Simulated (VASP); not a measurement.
# CdS (Greenockite) (P6_3mc) in VASP: single point with LDA

Aim: the single point of CdS (Greenockite) with LDA.

Everything below comes from runs of VASP 6.6.1. Logs are shortened: lines on timing, memory, paths and dates and some standing lists are left out, and cuts for length are marked.

## 1. The cell of the first run

It takes space group P6_3mc (No. 186, hexagonal). The conventional cell has a = 4.150 Å, b = 4.150 Å, c = 6.737 Å, α = 90.00°, β = 90.00°, γ = 120.00°. Within 3.3 Å of Cd (site symmetry 3m) lie 4 S at 2.53 to 2.54 Å. S (site symmetry 3m) has 4 Cd at 2.53 to 2.54 Å within 3.3 Å.

## 2. Single point, LDA

Input file INCAR:

```
SYSTEM = CdS
PREC = Accurate ; ENCUT = 500
EDIFF = 1E-6 ; ISMEAR = 0
SIGMA = 0.01 ; LREAL = .False.
LASPH = .True. ; NELM = 120
ALGO = Normal ; ISIF = 2
LWAVE = .False. ; LCHARG = .True.
LELF = .True. ; LVHAR = .True.
NBANDS = 26 ; GGA_COMPAT = .False.
```

Input file KPOINTS:

```
Automatic mesh
0
Gamma
  4 4 2
  0 0 0
```

Input file POSCAR:

```
CdS
1.0
    4.1500000000      0.0000000000      0.0000000000
   -2.0750000000      3.5940050000      0.0000000000
    0.0000000000      0.0000000000      6.7370000000
Cd S
2 2
Direct
    0.3333333333      0.6666666667      0.0000000000
    0.6666666667      0.3333333333      0.5000000000
    0.3333333333      0.6666666667      0.3750000000
    0.6666666667      0.3333333333      0.8750000000
```

Potentials or basis: VASP PAW LDA potentials, release 64 (Cd, S).

The run is started by

```bash
$ cat potpaw_LDA.64/Cd/POTCAR potpaw_LDA.64/S/POTCAR > POTCAR
$ mpirun -np 1 vasp_std > vasp.out
```

OUTCAR:

```text
SYSTEM = CdS
   PREC = Accurate
   ENCUT = 500
   EDIFF = 1E-6
   ISMEAR = 0
   LREAL = .False.
   LASPH = .True.
   NELM = 120
   ISIF = 2

 ion  position               nearest neighbor table
   1  0.333  0.667  0.000-   3 2.53   4 2.54   4 2.54   4 2.54
   2  0.667  0.333  0.500-   4 2.53   3 2.54   3 2.54   3 2.54
   3  0.333  0.667  0.375-   1 2.53   2 2.54   2 2.54   2 2.54
   4  0.667  0.333  0.875-   2 2.53   1 2.54   1 2.54   1 2.54

  LATTYP: Found a hexagonal cell.
 ALAT       =     4.1500000000
 C/A-ratio  =     1.6233734940

  Lattice vectors:

 A1 = (   4.1500000000,   0.0000000000,   0.0000000000)
 A2 = (  -2.0750000000,   3.5940050000,   0.0000000000)
 A3 = (   0.0000000000,   0.0000000000,   6.7370000000)

Analysis of symmetry for initial positions (statically):
=====================================================================
 Subroutine PRICEL returns:
 Original cell was already a primitive cell.

 Routine SETGRP: Setting up the symmetry group for a
 hexagonal supercell.

 Subroutine GETGRP returns: Found 12 space group operations
 (whereof  6 operations were pure point group operations)
 out of a pool of 24 trial point group operations.

The static configuration has the point symmetry C_3v.
 The point group associated with its full space group is C_6v.

Analysis of symmetry for dynamics (positions and initial velocities):
=====================================================================
 Subroutine PRICEL returns:
 Original cell was already a primitive cell.

 Routine SETGRP: Setting up the symmetry group for a
 hexagonal supercell.

 Subroutine GETGRP returns: Found 12 space group operations
 (whereof  6 operations were pure point group operations)
 out of a pool of 24 trial point group operations.

The dynamic configuration has the point symmetry C_3v.
 The point group associated with its full space group is C_6v.

 Subroutine INISYM returns: Found 12 space group operations
 (whereof  6 operations are pure point group operations),
 and found     1 'primitive' translations

----------------------------------------------------------------------------------------

                                     Primitive cell

  volume of cell :     100.4832

  direct lattice vectors                    reciprocal lattice vectors
     4.150000000  0.000000000  0.000000000     0.240963855  0.139120563  0.000000000
    -2.075000000  3.594005000  0.000000000     0.000000000  0.278241127  0.000000000
     0.000000000  0.000000000  6.737000000     0.000000000  0.000000000  0.148434021

  length of vectors
     4.150000000  4.149999631  6.737000000     0.278241102  0.278241127  0.148434021

  position of ions in fractional coordinates (direct lattice)
     0.333333333  0.666666667  0.000000000
     0.666666667  0.333333333  0.500000000
     0.333333333  0.666666667  0.375000000
     0.666666667  0.333333333  0.875000000

  ion indices of the primitive-cell ions
   primitive index   ion index
                 1           1
                 2           2
                 3           3
                 4           4

----------------------------------------------------------------------------------------

 KPOINTS: Automatic mesh

Automatic generation of k-mesh.
 Grid dimensions read from file:
 generate k-points for:    4    4    2

 Generating k-lattice:

  Cartesian coordinates                     Fractional coordinates (reciprocal lattice)
     0.060240964  0.034780141  0.000000000     0.250000000  0.000000000  0.000000000
     0.000000000  0.069560282  0.000000000     0.000000000  0.250000000  0.000000000
     0.000000000  0.000000000  0.074217011     0.000000000  0.000000000  0.500000000

  Length of vectors
     0.069560275  0.069560282  0.074217011

  Shift w.r.t. Gamma in fractional coordinates (k-lattice)
     0.000000000  0.000000000  0.000000000

 Subroutine IBZKPT returns following result:
 ===========================================

 Found      8 irreducible k-points:

 Following reciprocal coordinates:
            Coordinates               Weight
  0.000000  0.000000  0.000000      1.000000
  0.250000  0.000000  0.000000      6.000000
  0.500000  0.000000  0.000000      3.000000
  0.250000  0.250000  0.000000      6.000000
  0.000000  0.000000  0.500000      1.000000
  0.250000  0.000000  0.500000      6.000000
  0.500000  0.000000  0.500000      3.000000
  0.250000  0.250000  0.500000      6.000000
   k-points           NKPTS =      8   k-points in BZ     NKDIM =      8   number of bands    NBANDS=     26
   number of dos      NEDOS =    301   number of ions     NIONS =      4
   total plane-waves  NPLWV =  45000
   dimension x,y,z NGX =    30 NGY =   30 NGZ =   50
   dimension x,y,z NGXF=    60 NGYF=   60 NGZF=  100
   ions per type =               2   2
   NGX,Y,Z   is equivalent  to a cutoff of  12.02, 12.02, 12.34 a.u.
   NGXF,Y,Z  is equivalent  to a cutoff of  24.04, 24.04, 24.68 a.u.
 SYSTEM =  CdS
   PREC   = accura    normal or accurate (medium, high low for compatibility)
   ISTART =      0    job   : 0-new  1-cont  2-samecut
   ICHARG =      2    charge: 1-file 2-atom 10-const
   ISPIN  =      1    spin polarized calculation?
   LNONCOLLINEAR =      F non collinear calculations
   LSORBIT =      F    spin-orbit coupling
   LASPH  =      T    aspherical Exc in radial PAW
   ENCUT  =  500.0 eV  36.75 Ry    6.06 a.u.   7.57  7.57 12.28*2*pi/ulx,y,z
   NELM   =    120;   NELMIN=  2; NELMDL= -5     # of ELM steps
   EDIFF  = 0.1E-05   stopping-criterion for ELM
   LREAL  =      F    real-space projection
   EDIFFG = 0.1E-04   stopping-criterion for IOM
   NSW    =      0    number of steps for IOM
   IBRION =     -1    ionic relax: 0-MD 1-quasi-New 2-CG
   NFREE  =      0    steps in history (QN), initial steepest desc. (CG)
   ISIF   =      2    stress and relaxation
   ISYM   =      2    0-nonsym 1-usesym 2-fastsym
   POTIM  = 0.5000    time-step for ionic-motion
   TEBEG  =    0.0;   TEEND  =   0.0 temperature during run
   PSTRESS=    0.0 pullay stress
   NELECT =      36.0000    total number of electrons
   NUPDOWN=      -1.0000    fix difference up-down
   EMIN   =  10.00;   EMAX   =-10.00  energy-range for DOS
   EFERMI =   0.00;   METHOD = LEGACY
   ISMEAR =     0;   SIGMA  =   0.01  broadening in eV -4-tet -1-fermi 0-gaus
   EFERMI_NEDOS =   21; number of points for ismear=-14 and -15
   IALGO  =     38    algorithm
   IMIX   =      4    mixing-type and parameters
     AMIX     =   0.40;   BMIX     =  1.00
     AMIX_MAG =   1.60;   BMIX_MAG =  1.00
  volume/ion in A,a.u.               =      25.12       169.52
  Fermi-wavevector in a.u.,A,eV,Ry     =   1.162727  2.197236 18.394191  1.351935
  Thomas-Fermi vector in A             =   2.299285
   LORBIT       =      0    0 simple, 1 ext, 2 COOP (PROOUT), +10 PAW based schemes
   GGA     = CA    functional components
   LHFCALC =     F    Hartree Fock is set to
   AEXX    =    0.0000 exact exchange contribution
   IVDW    =     0    specifies the selected vdW correction
   LEPSILON=     F    determine dielectric tensor
   LRPA    =     F    only Hartree local field effects (RPA)
 non-spin polarized calculation
 Gauss-broadening in eV      SIGMA  =   0.01
  energy-cutoff  :      500.00
  volume of cell :      100.48
 maximum number of plane-waves:      2567
   NGX = 15   NGY = 15   NGZ = 25

 number of electron      35.9999973 magnetization

 Free energy of the ion-electron system (eV)
  ---------------------------------------------------
  ext. energy  EPLUGINS =         0.00000000
  ---------------------------------------------------
  free energy    TOTEN  =       -14.74014506 eV

  energy without entropy =      -14.74014506  energy(sigma->0) =      -14.74014506

 E-fermi :   1.0734     XC(G=0):  -9.5221

 val. band max:        1.0283627044   @ k =   0.0000   0.0000   0.0000
 cond. band min:       1.9582347400   @ k =   0.0000   0.0000   0.0000
 fundamental gap:      0.9298720356
 Fermi energy:         1.0734370834

 k-point     1 :       0.0000    0.0000    0.0000
  band No.  band energies     occupation
      1     -11.2539      2.00000
      2     -10.8113      2.00000
      3      -6.7069      2.00000
      4      -6.6830      2.00000
      5      -6.6830      2.00000
      6      -6.5978      2.00000
[... 18 lines left out ...]
     25       8.4425      0.00000
     26       8.4607      0.00000

 k-point     2 :       0.2500    0.0000    0.0000
  band No.  band energies     occupation
      1     -11.0574      2.00000
      2     -10.7344      2.00000
      3      -6.6422      2.00000
      4      -6.6176      2.00000
      5      -6.5428      2.00000
      6      -6.4923      2.00000
[... 18 lines left out ...]
     25       8.8313      0.00000
     26       9.3307      0.00000

 k-point     3 :       0.5000    0.0000    0.0000
  band No.  band energies     occupation
      1     -10.8273      2.00000
      2     -10.6892      2.00000
      3      -6.6011      2.00000
      4      -6.5795      2.00000
      5      -6.4066      2.00000
      6      -6.3908      2.00000
[... 18 lines left out ...]
     25       9.2090      0.00000
     26      10.8844      0.00000

 k-point     4 :       0.2500    0.2500    0.0000
  band No.  band energies     occupation
      1     -10.8294      2.00000
      2     -10.6900      2.00000
      3      -6.6200      2.00000
      4      -6.5364      2.00000
      5      -6.4388      2.00000
      6      -6.4069      2.00000
[... 18 lines left out ...]
     25       8.6647      0.00000
     26      10.2565      0.00000

 k-point     5 :       0.0000    0.0000    0.5000
  band No.  band energies     occupation
      1     -11.0284      2.00000
      2     -11.0284      2.00000
      3      -6.6475      2.00000
      4      -6.6475      2.00000
      5      -6.6475      2.00000
      6      -6.6475      2.00000
[... 18 lines left out ...]
     25       7.6702      0.00000
     26       7.6702      0.00000

 k-point     6 :       0.2500    0.0000    0.5000
  band No.  band energies     occupation
      1     -10.8876      2.00000
      2     -10.8876      2.00000
      3      -6.5864      2.00000
      4      -6.5864      2.00000
      5      -6.5571      2.00000
      6      -6.5571      2.00000
[... 18 lines left out ...]
     25       8.6182      0.00000
     26       8.6182      0.00000

 k-point     7 :       0.5000    0.0000    0.5000
  band No.  band energies     occupation
      1     -10.7471      2.00000
      2     -10.7471      2.00000
      3      -6.5732      2.00000
      4      -6.5732      2.00000
      5      -6.4809      2.00000
      6      -6.4809      2.00000
[... 18 lines left out ...]
     25       9.2434      0.00000
     26       9.2434      0.00000

 k-point     8 :       0.2500    0.2500    0.5000
  band No.  band energies     occupation
      1     -10.7484      2.00000
      2     -10.7484      2.00000
      3      -6.5381      2.00000
      4      -6.5381      2.00000
      5      -6.4938      2.00000
      6      -6.4938      2.00000
[... 18 lines left out ...]
     25       9.1157      0.00000
     26       9.1157      0.00000

------------------------ aborting loop because EDIFF is reached ----------------------------------------

  FORCE on cell =-STRESS in cart. coord.  units (eV):
  Direction    XX          YY          ZZ          XY          YZ          ZX
  --------------------------------------------------------------------------------------
  -------------------------------------------------------------------------------------
  Total       -1.7206168     -1.7206164     -1.5121619      0.0000000      0.0000000      0.0000000
  in kB      -27.4347754    -27.4347689    -24.1110178      0.0000000      0.0000000      0.0000000
  external PRESSURE =     -26.3268540 kB  Pullay stress =       0.0000000 kB

 VOLUME and BASIS-vectors are now :
 -----------------------------------------------------------------------------
  energy-cutoff  :      500.00
  volume of cell :      100.48
      direct lattice vectors                 reciprocal lattice vectors
     4.150000000  0.000000000  0.000000000     0.240963855  0.139120563  0.000000000
    -2.075000000  3.594005000  0.000000000     0.000000000  0.278241127  0.000000000
     0.000000000  0.000000000  6.737000000     0.000000000  0.000000000  0.148434021

 POSITION                                       TOTAL-FORCE (eV/Angst)
 -----------------------------------------------------------------------------------
     -0.00000      2.39600      0.00000         0.000000      0.000000     -0.048477
      2.07500      1.19800      3.36850        -0.000000     -0.000000     -0.048477
     -0.00000      2.39600      2.52637        -0.000000      0.000000      0.048477
      2.07500      1.19800      5.89487         0.000000     -0.000000      0.048477
 -----------------------------------------------------------------------------------
    total drift:                               -0.000000     -0.000000     -0.000575

  FREE ENERGIE OF THE ION-ELECTRON SYSTEM (eV)
  ---------------------------------------------------
  free  energy   TOTEN  =       -14.7401450584 eV

  energy  without entropy=      -14.7401450584  energy(sigma->0) =      -14.74014506
```

Run time: 22 s. Hardware: 1 thread of Intel Xeon 8259CL, shared host; peak memory 0.17 GiB.

Results:

- Free energy: -14.7401 eV
- Pressure: -2.6 GPa
- Largest force: 0.048 eV/Å
- Band gap on the k mesh: 0.93 eV, direct

Forces on the atoms (eV/Å):
```
Cd   0.000  0.000 -0.048
Cd   0.000  0.000 -0.048
S    0.000  0.000  0.048
S    0.000  0.000  0.048
```

Levels at points of the mesh, in eV from the valence-band top:
```
           k point  band 15  band 16  band 17  band 18  band 19  band 20  band 21  band 22
(0.00, 0.00, 0.00)    -0.78    -0.05     0.00     0.00     0.93     2.55     6.27     6.27
(0.50, 0.00, 0.00)    -2.70    -1.89    -1.34    -0.74     3.51     3.65     4.89     6.18
(0.00, 0.00, 0.50)    -0.40    -0.40    -0.40    -0.40     2.62     2.62     5.97     5.97
(0.50, 0.00, 0.50)    -1.35    -1.35    -1.35    -1.35     3.24     3.24     5.20     5.20
```

Caveat: the k points lie up to 0.47 Å⁻¹ apart. A hybrid or GW would open this gap; LDA tends to underestimate it.
